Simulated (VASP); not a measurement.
AlAs:

```
Al As
1.0
     0.00000    2.83040    2.83040
     2.83040    0.00000    2.83040
     2.83040    2.83040    0.00000
Al As
1 1
Direct
  0.00000 0.00000 0.00000
  0.25000 0.25000 0.25000
```

- Program: VASP 6.6.1
- Task: relaxation of cell and atoms
- Functional: PBE
- Potentials or basis: VASP PAW PBE potentials, release 64 (Al, As)
- Cutoff: 500 eV
- k mesh: 6 × 6 × 6
- Occupations: gaussian, width 0.01 eV
- Spin: no spin polarisation

At the start: pressure 2.8 GPa; volume 22.67 Å³/atom.

**Question.** Where does the relaxation end?

**Answer.** Over 3 steps the energy falls by 7.4 meV/atom and the volume is 23.55 Å³/atom (+3.9 %); space group F-43m (No. 216, to 0.05 Å).

The path:
| step | energy change (eV) | largest force (eV/Å) | pressure (GPa) | volume (Å³) |
| --- | --- | --- | --- | --- |
| 1 | 0.0000 | 0.0000 | 2.78 | 45.35 |
| 2 | -0.0114 | 0.0000 | -1.20 | 47.99 |
| 3 | -0.0147 | 0.0000 | 0.01 | 47.10 |

Final structure:
```
CELL_PARAMETERS angstrom
0.00000 2.86643 2.86643
2.86643 0.00000 2.86643
2.86643 2.86643 0.00000
ATOMIC_POSITIONS crystal
Al 0.00000 0.00000 0.00000
As 0.25000 0.25000 0.25000
```
